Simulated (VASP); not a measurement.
Input of a VASP 6.6.1 run:

Contents of INCAR:

```
ALGO = Normal
EDIFF = 1E-6
ENCUT = 520
GGA = PE
ISIF = 2
ISMEAR = -1
ISPIN = 2
LASPH = True
LCHARG = False
LMAXMIX = 4
LORBIT = 11
LREAL = False
LWAVE = False
MAGMOM = 1.5 1.5 1.5 0
NBANDS = 31
NELM = 150
NUPDOWN = 4.5
PREC = Accurate
SIGMA = 0.05
```

The input KPOINTS:

```
k-points
0
Gamma
  6 6 6
```

File POSCAR:

```
BeCr3
1.0
    3.5112140000      0.0000000000      0.0000000000
    0.0000000000      3.5112140000      0.0000000000
    0.0000000000      0.0000000000      3.5112140000
Cr Be
3 1
Direct
    0.5000000000      0.5000000000      0.0000000000
    0.5000000000      0.0000000000      0.5000000000
    0.0000000000      0.5000000000      0.5000000000
    0.0000000000      0.0000000000      0.0000000000
```

Potentials or basis: VASP PAW PBE potentials, release 64 (Cr_pv, Be).

Launch:

```bash
$ cat potpaw_PBE.64/Cr_pv/POTCAR potpaw_PBE.64/Be/POTCAR > POTCAR
$ mpirun -np 1 vasp_std > vasp.out
```

(1) Predict the pressure.

Answers

(1) 11.3 GPa.

Caveat: the total moment is fixed, so each spin has its own Fermi level.
